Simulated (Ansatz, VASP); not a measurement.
Two plane-wave programs on Al

Contents of INCAR:

```
ALGO     = Normal         # electronic algorithm
EDIFF    = 1E-6           # SCF threshold, eV
ENCUT    = 500            # plane-wave cutoff, eV
GGA      = PS             # functional
GGA_COMPAT= F            
ISIF     = 2              # what is computed and relaxed
ISMEAR   = 0              # smearing method
LASPH    = T              # aspherical terms in the spheres
LCHARG   = F              # write CHGCAR
LREAL    = F              # projectors in reciprocal space
LWAVE    = F              # write WAVECAR
NBANDS   = 22             # bands
NELM     = 120            # most SCF steps
PREC     = Accurate       # precision mode
SIGMA    = 0.15           # smearing width, eV
```

KPOINTS

```
k-points
0
Gamma
  21 13 6
```

Contents of POSCAR:

```
Al
1.0
   -1.6064390039      1.6064390039     -1.6064390039
   -3.2128780077     -3.2128780077      0.0000000000
   -5.0870568456      5.0870568456      7.7644551854
Al
8
Direct
    0.6145833333      0.5000000000      0.0625000000
   -0.1562500000      0.0000000000      0.9375000000
    0.8229166667      0.5000000000      0.3125000000
    0.2187500000      0.0000000000      0.1875000000
    0.0312500000      0.5000000000      0.5625000000
    0.4270833333      0.0000000000      0.4375000000
    0.2395833333      0.5000000000      0.8125000000
    0.6354166667      0.0000000000      0.6875000000
```

Input for Ansatz:

```yaml
crystal:
  lattice:
    - [-1.6064390039, 1.6064390039, -1.6064390039]
    - [-3.2128780077, -3.2128780077, 0.0]
    - [-5.0870568456, 5.0870568456, 7.7644551854]
  atoms:
    - { symbol: Al, position: [0.6145833333, 0.5, 0.0625] }
    - { symbol: Al, position: [-0.15625, 0.0, 0.9375] }
    - { symbol: Al, position: [0.8229166667, 0.5, 0.3125] }
    - { symbol: Al, position: [0.21875, 0.0, 0.1875] }
    - { symbol: Al, position: [0.03125, 0.5, 0.5625] }
    - { symbol: Al, position: [0.4270833333, 0.0, 0.4375] }
    - { symbol: Al, position: [0.2395833333, 0.5, 0.8125] }
    - { symbol: Al, position: [0.6354166667, 0.0, 0.6875] }
basis:
  ecutwfc: 420
kpoints:
  mp_grid: { grid: [21, 13, 6] }
hamiltonian:
  xc: pbesol
scf:
  occupations: { method: gaussian, width: 0.15 }
output:
  forces: true
  stress: true
  eigenvalues: true
```

Alike in both runs: task single point; functional PBEsol; k mesh 21 × 13 × 6; occupations gaussian, width 0.15 eV; no spin polarisation.

```csv
,VASP,Ansatz
version,VASP 6.6.1,Ansatz 0.2.0
potentials or method,"VASP PAW PBE potentials, release 64 (Al), cutoff 500 eV","scalar-relativistic, plane waves, PAW"
valence electrons in the cell,24,24
```

```csv
,VASP,Ansatz,Ansatz less VASP
gap on the k mesh at the Fermi level (eV),none,none,-
pressure (GPa),0.2,0.2,-0.06
"traceless stress, the component that is largest in VASP (GPa)",1.00,0.99,-0.007
rms of the force components (eV/Å),0.074,0.074,-0.0004
```

VASP's potentials were made for PBE, not for PBEsol. Atom by atom the forces differ by 0.000 eV/Å (rms over components). A gap of «none» marks a metal or a gap that the smearing closes.
